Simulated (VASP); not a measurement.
Al3H2:

```
Al H
1.0
     2.85671    0.00000    0.00000
    -1.42835    2.47398    0.00000
     0.00000    0.00000    8.45190
Al H
3 2
Direct
  0.00000 0.00000 0.00000
  0.33333 0.66667 0.36760
  0.66667 0.33333 0.63240
  0.00000 0.00000 0.78489
  0.00000 0.00000 0.21511
```

This cell differs from its parent crystal: with an interstitial atom.

| Item | Value |
| --- | --- |
| Program | VASP 6.6.1 |
| Task | relaxation of cell and atoms |
| Functional | PBE |
| Potentials or basis | VASP PAW PBE potentials, release 64 (Al, H) |
| Cutoff | 600 eV |
| k mesh | 12 × 12 × 4 |
| Occupations | gaussian, width 0.1 eV |
| Spin | no spin polarisation |

At the start: pressure -0.5 GPa; volume 11.95 Å³/atom.

Q: How do energy, volume and symmetry change on relaxing?

A: Over 14 steps the energy falls by 20.2 meV/atom and the volume is 12.09 Å³/atom (+1.2 %); space group P-3m1 (No. 164, to 0.1 Å) before and after.

Step by step:
| step | energy change (eV) | largest force (eV/Å) | pressure (GPa) | volume (Å³) |
| --- | --- | --- | --- | --- |
| 1 | 0.0000 | 0.1839 | -0.47 | 59.73 |
| 2 | -0.0390 | 0.1085 | -0.18 | 59.42 |
| 3 | -0.0606 | 0.1816 | 0.36 | 59.05 |
| 4 | -0.0484 | 0.3310 | 2.11 | 58.25 |
| 5 | -0.0653 | 0.2357 | 0.88 | 58.79 |
| 6 | -0.0752 | 0.2157 | 0.21 | 59.48 |
| 7 | -0.0848 | 0.1899 | -1.05 | 60.87 |
| 8 | -0.0930 | 0.1368 | -0.63 | 60.63 |
| 9 | -0.0998 | 0.0534 | 0.17 | 60.20 |
| 10 | -0.0999 | 0.0550 | 0.29 | 60.14 |
| 11 | -0.1005 | 0.0416 | 0.11 | 60.35 |
| 12 | -0.1007 | 0.0321 | -0.03 | 60.51 |
| 13 | -0.1009 | 0.0212 | -0.01 | 60.48 |
| 14 | -0.1010 | 0.0031 | 0.02 | 60.44 |

Final structure:
```
Al H
1.0
     2.76921    0.00000    0.00000
    -1.38460    2.39820    0.00000
     0.00000    0.00000    9.10155
Al H
3 2
Direct
  0.00000 0.00000 0.00000
  0.33333 0.66667 0.36216
  0.66667 0.33333 0.63784
  0.00000 0.00000 0.79892
  0.00000 0.00000 0.20108
```

Caveat: the cell differs from its parent crystal (with an interstitial atom).
